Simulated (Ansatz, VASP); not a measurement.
**Rb, level by level in two programs**

```
CELL_PARAMETERS angstrom
-2.80250 2.80250 2.80250
2.80250 -2.80250 2.80250
2.80250 2.80250 -2.80250
ATOMIC_POSITIONS crystal
Rb 0.00000 0.00000 0.00000
```

Single points on this cell with VASP 6.6.1 and Ansatz 0.2.0. Each row is one pair of runs. Alike in all rows: spin: off; k mesh: 7 × 7 × 7; Ansatz's potentials, cutoff: Ansatz PAW, 420 eV.

| level | smearing | VASP's potentials, cutoff | gap on the k mesh at the Fermi level (eV), VASP | gap on the k mesh at the Fermi level (eV), Ansatz | pressure (GPa), VASP | pressure (GPa), Ansatz |
| --- | --- | --- | --- | --- | --- | --- |
| LDA | fermi-dirac, width 0.05 eV | VASP PAW LDA potentials, release 64 (Rb_sv), 520 eV | none | none | -0.4 | -0.4 |
| PBE | gaussian, width 0.02 eV | VASP PAW PBE potentials, release 64 (Rb_sv), 520 eV | none | none | 0.1 | 0.1 |
| RPBE | gaussian, width 0.05 eV | VASP PAW PBE potentials, release 64 (Rb_sv), 520 eV | none | none | 0.4 | 0.4 |
| PBEsol | gaussian, width 0.1 eV | VASP PAW PBE potentials, release 64 (Rb_sv), 520 eV | none | none | -0.1 | -0.1 |

Pressure (GPa): the two programs differ by at most 0.

A gap of «none» marks a metal or a gap that the smearing closes.
